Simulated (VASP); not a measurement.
Wanted: the native input for a VASP 6.6.1 run.

- Task: single point
- Functional: PBEsol
- Potentials or basis: VASP PAW PBE potentials, release 64 (Si, Ge_d)
- Cutoff: 520 eV
- k mesh: 12 × 12 × 6
- Occupations: gaussian, width 0.02 eV
- Spin: no spin polarisation
- Dipole correction: no
- Further INCAR settings: ALGO = Normal; EDIFF = 1e-07; NBANDS = 26

The structure of SiGe lies in POSCAR:

```
SiGe
1.0
    3.9200998776      0.0000000000      0.0000000000
   -1.9600499388      3.3949060793      0.0000000000
    0.0000000000      0.0000000000      6.3145249167
Si Ge
2 2
Direct
    0.6666666662      0.3333333338      0.8752784685
    0.3333333338      0.6666666662      0.3752784685
    0.6666666672      0.3333333328      0.4997205315
    0.3333333328      0.6666666672     -0.0002794685
```

This cell differs from its parent crystal: uniaxial strain along c: -2.0 %.

One way to write it, as run:

INCAR

```
PREC = Accurate ; ENCUT = 520
EDIFF = 1E-7 ; ISMEAR = 0
SIGMA = 0.02 ; LREAL = False
LASPH = True ; NELM = 80
ALGO = Normal ; ISIF = 2
LWAVE = False ; LCHARG = True
GGA = PS ; LELF = True
LVHAR = True ; NBANDS = 26
```

KPOINTS

```
regular mesh
0
Gamma
  12 12 6
```

Potentials or basis: VASP PAW PBE potentials, release 64 (Si, Ge_d).

Command:

```sh
$ cat potpaw_PBE.64/Si/POTCAR potpaw_PBE.64/Ge_d/POTCAR > POTCAR
$ mpirun -np 1 vasp_std > vasp.out
```

It gave:

The pressure is 0.9 GPa and the largest force is 0.157 eV/Å. The band gap on the k mesh is 0.17 eV.

Caveat: the cell differs from its parent crystal (uniaxial strain along c: -2.0 %); the PAW data sets were made with another functional, which shifts forces and pressure a little.

Wall time 66 s on 1 thread of Intel(R) Xeon(R) 6975P-C (Granite Rapids) (shared host), peak memory 0.28 GiB.
